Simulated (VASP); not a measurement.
# Al3BiO (Pm-3m) in VASP: a series of runs

The runs below take Al3BiO through relaxation of cell and atoms, single point, with PBE.

Program: VASP 6.6.1. These are calculated values, not measurements. Logs are shortened: lines on timing, memory, paths and dates and some standing lists are left out, and cuts for length are marked.

### 1 The cell of the first run

The structure is cubic, space group Pm-3m (No. 221). The conventional cell has a = 4.673 Å, b = 4.673 Å, c = 4.673 Å, α = 90.00°, β = 90.00°, γ = 90.00°. Al (site symmetry 4/mmm) has 2 O at 2.34 Å within 3.1 Å. Within 4.3 Å of Bi (site symmetry m-3m) lie 12 Al at 3.30 Å and 8 O at 4.05 Å. Within 3.1 Å of O (site symmetry m-3m) lie 6 Al at 2.34 Å.

### 2 Relaxation of cell and atoms, PBE

Contents of INCAR:

```
SYSTEM = Al3BiO
ALGO = Normal
EDIFF = 1E-6
EDIFFG = -0.04
ENCUT = 600
GGA = PE
IBRION = 2
ISIF = 3
ISMEAR = 0
LASPH = .TRUE.
LCHARG = .FALSE.
LREAL = .FALSE.
LWAVE = .FALSE.
NELM = 60
NSW = 90
PREC = Accurate
SIGMA = 0.1
```

Contents of KPOINTS:

```
k-points
0
G
  4 4 4
  0 0 0
```

Contents of POSCAR:

```
Al3BiO
1.0
    4.6726254100      0.0000000000      0.0000000000
    0.0000000000      4.6726254100      0.0000000000
    0.0000000000      0.0000000000      4.6726254100
Al Bi O
3 1 1
Direct
    0.5000000000      0.0000000000      0.0000000000
    0.0000000000      0.5000000000      0.0000000000
    0.0000000000      0.0000000000      0.5000000000
    0.5000000000      0.5000000000      0.5000000000
    0.0000000000      0.0000000000      0.0000000000
```

Potentials or basis: VASP PAW PBE potentials, release 64 (Al, Bi_d, O).

On the command line:

```console
$ cat potpaw_PBE.64/Al/POTCAR potpaw_PBE.64/Bi_d/POTCAR potpaw_PBE.64/O/POTCAR > POTCAR
$ mpirun -np 1 vasp_std > vasp.out
```

OUTCAR:

```text
SYSTEM = Al3BiO
   EDIFF = 1E-6
   EDIFFG = -0.04
   ENCUT = 600
   GGA = PE
   IBRION = 2
   ISIF = 3
   ISMEAR = 0
   LASPH = .TRUE.
   LREAL = .FALSE.
   NELM = 60
   NSW = 90
   PREC = Accurate

 ion  position               nearest neighbor table
   1  0.500  0.000  0.000-   5 2.34   5 2.34   4 3.30   2 3.30   3 3.30   4 3.30   2 3.30   4 3.30
                             4 3.30   2 3.30   3 3.30   3 3.30   3 3.30   2 3.30
   2  0.000  0.500  0.000-   5 2.34   5 2.34   4 3.30   1 3.30   3 3.30   4 3.30   1 3.30   3 3.30
                             3 3.30   3 3.30   1 3.30   4 3.30   4 3.30   1 3.30
   3  0.000  0.000  0.500-   5 2.34   5 2.34   4 3.30   1 3.30   1 3.30   2 3.30   2 3.30   2 3.30
                             4 3.30   2 3.30   1 3.30   4 3.30   1 3.30   4 3.30
   4  0.500  0.500  0.500-   1 3.30   2 3.30   3 3.30   1 3.30   2 3.30   1 3.30   3 3.30   1 3.30
                             2 3.30   3 3.30   2 3.30   3 3.30
   5  0.000  0.000  0.000-   1 2.34   2 2.34   3 2.34   3 2.34   2 2.34   1 2.34

  LATTYP: Found a simple cubic cell.
 ALAT       =     4.6726254100

  Lattice vectors:

 A1 = (   4.6726254100,   0.0000000000,   0.0000000000)
 A2 = (   0.0000000000,   4.6726254100,   0.0000000000)
 A3 = (   0.0000000000,   0.0000000000,   4.6726254100)

Analysis of symmetry for initial positions (statically):
=====================================================================
 Subroutine PRICEL returns:
 Original cell was already a primitive cell.

 Routine SETGRP: Setting up the symmetry group for a
 simple cubic supercell.

 Subroutine GETGRP returns: Found 48 space group operations
 (whereof 48 operations were pure point group operations)
 out of a pool of 48 trial point group operations.

The static configuration has the point symmetry O_h .

Analysis of symmetry for dynamics (positions and initial velocities):
=====================================================================
 Subroutine PRICEL returns:
 Original cell was already a primitive cell.

 Routine SETGRP: Setting up the symmetry group for a
 simple cubic supercell.

 Subroutine GETGRP returns: Found 48 space group operations
 (whereof 48 operations were pure point group operations)
 out of a pool of 48 trial point group operations.

The dynamic configuration has the point symmetry O_h .

 Subroutine INISYM returns: Found 48 space group operations
 (whereof 48 operations are pure point group operations),
 and found     1 'primitive' translations

----------------------------------------------------------------------------------------

                                     Primitive cell

  volume of cell :     102.0194

  direct lattice vectors                    reciprocal lattice vectors
     4.672625410  0.000000000  0.000000000     0.214012447  0.000000000  0.000000000
[... 67 lines left out ...]
 SYSTEM =  Al3BiO
   PREC   = accura    normal or accurate (medium, high low for compatibility)
   ISTART =      0    job   : 0-new  1-cont  2-samecut
   ICHARG =      2    charge: 1-file 2-atom 10-const
   ISPIN  =      1    spin polarized calculation?
   LNONCOLLINEAR =      F non collinear calculations
   LSORBIT =      F    spin-orbit coupling
   LASPH  =      T    aspherical Exc in radial PAW
   ENCUT  =  600.0 eV  44.10 Ry    6.64 a.u.   9.33  9.33  9.33*2*pi/ulx,y,z
   NELM   =     60;   NELMIN=  2; NELMDL= -5     # of ELM steps
   EDIFF  = 0.1E-05   stopping-criterion for ELM
   LREAL  =      F    real-space projection
   EDIFFG = -.4E-01   stopping-criterion for IOM
   NSW    =     90    number of steps for IOM
   IBRION =      2    ionic relax: 0-MD 1-quasi-New 2-CG
   NFREE  =      1    steps in history (QN), initial steepest desc. (CG)
   ISIF   =      3    stress and relaxation
   ISYM   =      2    0-nonsym 1-usesym 2-fastsym
   POTIM  = 0.5000    time-step for ionic-motion
   TEBEG  =    0.0;   TEEND  =   0.0 temperature during run
   PSTRESS=    0.0 pullay stress
   NELECT =      30.0000    total number of electrons
   NUPDOWN=      -1.0000    fix difference up-down
   EMIN   =  10.00;   EMAX   =-10.00  energy-range for DOS
   EFERMI =   0.00;   METHOD = LEGACY
   ISMEAR =     0;   SIGMA  =   0.10  broadening in eV -4-tet -1-fermi 0-gaus
   EFERMI_NEDOS =   21; number of points for ismear=-14 and -15
   IALGO  =     38    algorithm
   IMIX   =      4    mixing-type and parameters
     AMIX     =   0.40;   BMIX     =  1.00
     AMIX_MAG =   1.60;   BMIX_MAG =  1.00
  volume/ion in A,a.u.               =      20.40       137.69
  Fermi-wavevector in a.u.,A,eV,Ry     =   1.088648  2.057247 16.125016  1.185155
  Thomas-Fermi vector in A             =   2.224834
   LORBIT       =      0    0 simple, 1 ext, 2 COOP (PROOUT), +10 PAW based schemes
   GGA     = PE    functional components
   LHFCALC =     F    Hartree Fock is set to
   AEXX    =    0.0000 exact exchange contribution
   IVDW    =     0    specifies the selected vdW correction
   LEPSILON=     F    determine dielectric tensor
   LRPA    =     F    only Hartree local field effects (RPA)
 conjugate gradient relaxation of ions
 non-spin polarized calculation
 Gauss-broadening in eV      SIGMA  =   0.10
  energy-cutoff  :      600.00
  volume of cell :      102.02
 maximum number of plane-waves:      3448
 NGX is ok and might be reduce to    40
   NGX = 19   NGY = 19   NGZ = 19

--------------------------------------- Ionic step        1  -------------------------------------------

 number of electron      30.0000004 magnetization

 Free energy of the ion-electron system (eV)
  ---------------------------------------------------
  ext. energy  EPLUGINS =         0.00000000
  ---------------------------------------------------
  free energy    TOTEN  =       -21.21967255 eV

  energy without entropy =      -21.20361412  energy(sigma->0) =      -21.21164334

 E-fermi :   6.0368     XC(G=0):  -9.7700

 val. band max:        5.9357890656   @ k =   0.5000   0.2500   0.0000
 cond. band min:       6.0479586461   @ k =   0.5000   0.5000   0.2500
 fundamental gap:      0.1121695805
 Fermi energy:         6.0368010376

 k-point     1 :       0.0000    0.0000    0.0000
  band No.  band energies     occupation
      1     -16.3628      2.00000
      2     -16.3628      2.00000
      3     -16.3624      2.00000
      4     -16.3624      2.00000
      5     -16.3624      2.00000
      6     -12.4215      2.00000
[... 286 lines left out ...]
--------------------------------------- Ionic step        3  -------------------------------------------

 number of electron      30.0000005 magnetization

 Free energy of the ion-electron system (eV)
  ---------------------------------------------------
  ext. energy  EPLUGINS =         0.00000000
  ---------------------------------------------------
  free energy    TOTEN  =       -21.47236342 eV

  energy without entropy =      -21.45013491  energy(sigma->0) =      -21.46124916

 E-fermi :   7.3746     XC(G=0): -10.2440

 val. band max:        7.3561670207   @ k =   0.5000   0.5000   0.2500
 cond. band min:       7.8951857764   @ k =   0.5000   0.2500   0.2500
 fundamental gap:      0.5390187556
 Fermi energy:         7.3746192198

 k-point     1 :       0.0000    0.0000    0.0000
  band No.  band energies     occupation
      1     -15.1499      2.00000
      2     -15.1499      2.00000
      3     -15.1481      2.00000
      4     -15.1481      2.00000
      5     -15.1481      2.00000
      6     -11.9070      2.00000
[... 241 lines left out ...]
  FREE ENERGIE OF THE ION-ELECTRON SYSTEM (eV)
  ---------------------------------------------------
  free  energy   TOTEN  =       -21.4723634225 eV

  energy  without entropy=      -21.4501349051  energy(sigma->0) =      -21.46124916

 reached required accuracy - stopping structural energy minimisation
```

OSZICAR:

```text
N       E                     dE             d eps       ncg     rms          rms(c)
DAV:   1     0.208895909826E+03    0.20890E+03   -0.14381E+04   388   0.166E+03
DAV:   2     0.289648094326E+01   -0.20600E+03   -0.19706E+03   412   0.349E+02
DAV:   3    -0.222924533937E+02   -0.25189E+02   -0.24076E+02   508   0.120E+02
[... 33 lines left out ...]
DAV:   4    -0.214723827470E+02    0.23811E-03   -0.13397E-03   453   0.435E-01    0.353E-02
DAV:   5    -0.214723673807E+02    0.15366E-04   -0.19069E-04   460   0.889E-02    0.147E-02
DAV:   6    -0.214723674125E+02   -0.31802E-07   -0.60058E-05   466   0.504E-02    0.128E-02
DAV:   7    -0.214723634483E+02    0.39642E-05   -0.17900E-05   428   0.364E-02    0.144E-03
DAV:   8    -0.214723634225E+02    0.25826E-07   -0.18501E-06   283   0.105E-02
   3 F= -.21472363E+02 E0= -.21461249E+02  d E =-.252691E+00
```

CONTCAR:

```text
Al3BiO
   1.00000000000000
     4.4949147176495163    0.0000000000000000    0.0000000000000000
     0.0000000000000000    4.4949147176495163    0.0000000000000000
    -0.0000000000000000   -0.0000000000000000    4.4949147176495163
  Al              Bi              O
     3     1     1
Direct
     0.5000000000000000    0.0000000000000000    0.0000000000000000
     0.0000000000000000    0.5000000000000000    0.0000000000000000
     0.0000000000000000    0.0000000000000000    0.5000000000000000
     0.5000000000000000    0.5000000000000000    0.5000000000000000
     0.0000000000000000    0.0000000000000000    0.0000000000000000

  0.00000000E+00  0.00000000E+00  0.00000000E+00
  0.00000000E+00  0.00000000E+00  0.00000000E+00
  0.00000000E+00  0.00000000E+00  0.00000000E+00
  0.00000000E+00  0.00000000E+00  0.00000000E+00
  0.00000000E+00  0.00000000E+00  0.00000000E+00
```

It took 2.1 min on 1 thread of Intel Xeon 6975P-C, shared host; peak memory 0.26 GiB.

What came out:

```yaml
Free_energy: -21.4724 eV
Relaxed_volume: 18.16 Å³/atom
Relaxed_cell: a = 4.495 Å, b = 4.495 Å, c = 4.495 Å, α = 90.00°, β = 90.00°, γ = 90.00°
Space_group_after_relaxing_to_0.05_Å: Pm-3m (No. 221)
Energy_gained_by_relaxing: 50.5 meV/atom
Ionic_steps: 3
Pressure_after_relaxing: 0.0 GPa
Band_gap_on_the_k_mesh: zero (band 15 reaches 7.36 eV, above the bottom of band 16 at 5.75 eV)
```

Step by step:
```
step  energy change (eV)  largest force (eV/Å)  pressure (GPa)  volume (Å³)
   1              0.0000                0.0000           -6.54       102.02
   2             -0.2516                0.0000            0.51        90.20
   3             -0.2527                0.0000            0.02        90.82
```

Final structure:
```
Al Bi O
1.0
     4.49491    0.00000    0.00000
     0.00000    4.49491    0.00000
     0.00000    0.00000    4.49491
Al Bi O
3 1 1
Direct
  0.50000 0.00000 0.00000
  0.00000 0.50000 0.00000
  0.00000 0.00000 0.50000
  0.50000 0.50000 0.50000
  0.00000 0.00000 0.00000
```

Caveat: spin-orbit coupling is left out, which moves the levels of the heavy elements.

### 3 Single point, PBE

This run uses another cell than the first one, of 18.30 Å³/atom, 0.897 times its volume.

Contents of INCAR:

```
SYSTEM = Al3BiO
PREC = Accurate
ENCUT = 520
EDIFF = 1E-7
ISMEAR = 0
SIGMA = 0.1
LREAL = .FALSE.
LASPH = .TRUE.
NELM = 60
ALGO = Normal
ISIF = 2
LWAVE = .FALSE.
LCHARG = .FALSE.
GGA = PE
NBANDS = 23
```

Contents of KPOINTS:

```
Automatic mesh
0
G
  8 8 8
  0 0 0
```

POSCAR: that of step 2 with these lines changed.

```diff
@@ -2,5 +2,5 @@
 1.0
-    4.6726254100      0.0000000000      0.0000000000
-    0.0000000000      4.6726254100      0.0000000000
-    0.0000000000      0.0000000000      4.6726254100
+    4.5057592512      0.0000000000      0.0000000000
+    0.0000000000      4.5057592512      0.0000000000
+    0.0000000000      0.0000000000      4.5057592512
 Al Bi O
```

Potentials or basis: VASP PAW PBE potentials, release 64 (Al, Bi_d, O).

On the command line:

```console
$ cat potpaw_PBE.64/Al/POTCAR potpaw_PBE.64/Bi_d/POTCAR potpaw_PBE.64/O/POTCAR > POTCAR
$ mpirun -np 1 vasp_std > vasp.out
```

Wall time 1.7 min (1 thread of Intel Xeon 6975P-C, shared host); peak memory 0.24 GiB.

Results (log left out):

```yaml
Free_energy: -21.3152 eV
Pressure: 0.0 GPa
Band_gap_on_the_k_mesh: zero (band 15 reaches 7.90 eV, above the bottom of band 16 at 5.68 eV)
```

Levels at points of the mesh, in eV from the Fermi level:
```
           k point  band 13  band 14  band 15  band 16  band 17  band 18
(0.00, 0.00, 0.00)    -2.27    -1.94    -1.94    -1.94     3.40     3.40
(0.50, 0.00, 0.00)    -2.26    -1.24    -0.49     0.28     1.75     1.75
(0.50, 0.50, 0.00)    -3.37    -1.06    -0.52     0.81     0.81     2.02
(0.50, 0.50, 0.50)    -4.92    -0.64    -0.64    -0.64     1.01     6.73
```

Caveat: spin-orbit coupling is left out, which moves the levels of the heavy elements.

### 4 Relaxation of cell and atoms, PBE

This run uses another cell than the first one, of 18.26 Å³/atom, 0.895 times its volume.

Contents of INCAR:

```
SYSTEM = Al3BiO
PREC = Accurate
ENCUT = 600
EDIFF = 1E-7
ISMEAR = 0
SIGMA = 0.1
LREAL = .False.
LASPH = .True.
NELM = 60
ALGO = Normal
ISIF = 3
LWAVE = .False.
LCHARG = .False.
GGA = PE
IBRION = 2
NSW = 100
EDIFFG = -0.01
```

Contents of KPOINTS:

```
Automatic mesh
0
Gamma
  8 8 8
  0 0 0
```

POSCAR: that of step 3 with these lines changed.

```diff
@@ -2,5 +2,5 @@
 1.0
-    4.5057592512      0.0000000000      0.0000000000
-    0.0000000000      4.5057592512      0.0000000000
-    0.0000000000      0.0000000000      4.5057592512
+    4.5032187510      0.0000000000      0.0000000000
+    0.0000000000      4.5032187510      0.0000000000
+    0.0000000000      0.0000000000      4.5032187510
 Al Bi O
```

On the command line:

```console
$ cat potpaw_PBE.64/Al/POTCAR potpaw_PBE.64/Bi_d/POTCAR potpaw_PBE.64/O/POTCAR > POTCAR
$ mpirun -np 1 vasp_std > vasp.out
```

It took 90 s on 1 thread of Intel Xeon 6975P-C, shared host; peak memory 0.25 GiB.

The run converged. Its results:

| Property | Result |
| --- | --- |
| Free energy | -21.3173 eV |
| Pressure after relaxing | 0.0 GPa |
| Band gap on the k mesh | zero (band 15 reaches 7.92 eV, above the bottom of band 16 at 5.69 eV) |

Final structure:
```yaml
crystal:
  lattice:
    - [4.50322, 0.00000, 0.00000]
    - [0.00000, 4.50322, 0.00000]
    - [0.00000, 0.00000, 4.50322]
  atoms:
    - { symbol: Al, position: [0.50000, 0.00000, 0.00000] }
    - { symbol: Al, position: [0.00000, 0.50000, 0.00000] }
    - { symbol: Al, position: [0.00000, 0.00000, 0.50000] }
    - { symbol: Bi, position: [0.50000, 0.50000, 0.50000] }
    - { symbol: O, position: [0.00000, 0.00000, 0.00000] }
```

Levels at points of the mesh, in eV from the Fermi level:
| k point | band 12 | band 13 | band 14 | band 15 | band 16 | band 17 | band 18 | band 19 |
| --- | --- | --- | --- | --- | --- | --- | --- | --- |
| (0.00, 0.00, 0.00) | -2.27 | -2.27 | -1.94 | -1.94 | -1.94 | 3.40 | 3.40 | 3.40 |
| (0.50, 0.00, 0.00) | -2.26 | -2.26 | -1.24 | -0.48 | 0.27 | 1.75 | 1.75 | 2.49 |
| (0.50, 0.50, 0.00) | -3.38 | -3.38 | -1.06 | -0.52 | 0.81 | 0.81 | 2.02 | 2.02 |
| (0.50, 0.50, 0.50) | -4.93 | -4.93 | -0.64 | -0.64 | -0.64 | 1.02 | 6.74 | 6.74 |

Caveat: the relaxation stopped at its first step, so nothing moved; spin-orbit coupling is left out, which moves the levels of the heavy elements.

### 5 Overview

| task | cell | k mesh | cutoff (eV) | gap on the mesh (eV) | pressure (GPa) |
| --- | --- | --- | --- | --- | --- |
| relaxation of cell and atoms | relaxed from a = 4.673 Å, 5 atoms | 4 × 4 × 4 | 600 | none | 0.0 |
| single point | a = 4.506 Å, 5 atoms | 8 × 8 × 8 | 520 | none | 0.0 |
| relaxation of cell and atoms | relaxed from a = 4.503 Å, 5 atoms | 8 × 8 × 8 | 600 | none | 0.0 |

Alike in all rows: level PBE; potentials or basis VASP PAW PBE potentials, release 64 (Al, Bi_d, O); no spin polarisation; smearing gaussian 0.1 eV.

Caveats: spin-orbit coupling is left out, which moves the levels of the heavy elements; the relaxation stopped at its first step, so nothing moved (some runs).

Total energies depend on the potentials used, so only differences within one code and one set of settings carry meaning.
